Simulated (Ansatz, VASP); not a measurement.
SnSe in VASP and in Ansatz

Contents of INCAR:

```
SYSTEM = SnSe
  ALGO = Normal
  EDIFF = 1E-7
  ENCUT = 520
  ISIF = 2
  ISMEAR = 0
  LASPH = .True.
  LCHARG = .False.
  LREAL = .False.
  LWAVE = .False.
  NBANDS = 17
  NELM = 100
  PREC = Accurate
  SIGMA = 0.05
```

Contents of KPOINTS:

```
k-points
0
Gamma
  8 8 8
  0 0 0
```

The input POSCAR:

```
SnSe
1.0
    0.0000000000      3.0852500000      3.1605000000
    3.0852500000      0.0000000000      3.1605000000
    3.0852500000      3.0852500000      0.0000000000
Sn Se
1 1
Direct
    0.0000000000      0.0000000000      0.0000000000
    0.5000000000      0.5000000000      0.5000000000
```

Input for Ansatz:

```yaml
crystal:
  lattice:
    - [0.0, 3.08525, 3.1605]
    - [3.08525, 0.0, 3.1605]
    - [3.08525, 3.08525, 0.0]
  atoms:
    - { symbol: Sn, position: [0.0, 0.0, 0.0] }
    - { symbol: Se, position: [0.5, 0.5, 0.5] }
basis:
  ecutwfc: 420
kpoints:
  mp_grid: { grid: [8, 8, 8] }
hamiltonian:
  xc: lda
scf:
  occupations: { method: gaussian, width: 0.05 }
output:
  forces: true
  stress: true
  eigenvalues: true
```

Change from the starting cell: strain +0.025 along x and y, +0.050 along z, atoms carried along.

Alike in both runs: task single point; functional LDA; k mesh 8 × 8 × 8; occupations gaussian, width 0.05 eV; no spin polarisation.

|  | VASP | Ansatz |
| --- | --- | --- |
| version | VASP 6.6.1 | Ansatz 0.2.0 |
| potentials or method | VASP PAW LDA potentials, release 64 (Sn_d, Se), cutoff 520 eV | scalar-relativistic, plane waves, PAW |
| valence electrons in the cell | 20 | 30 |

Ansatz gave:

```
gap on the k mesh at the Fermi level (eV)                     : 0.25
least direct gap on the mesh (eV)                             : 0.25
pressure (GPa)                                                : -6.8
traceless stress, the component that is largest in VASP (GPa) : -0.97
```

Problem. Which values does VASP return?

Solution. gap on the k mesh at the Fermi level (eV): 0.27; least direct gap on the mesh (eV): 0.27; pressure (GPa): -6.8; traceless stress, the component that is largest in VASP (GPa): -0.99.

LDA's correlation is that of Perdew and Zunger in VASP and of Perdew and Wang (1992) in Ansatz. VASP's potentials hold 20 valence electrons a cell and Ansatz's 30, so a difference there can come from the potentials and not from the codes.
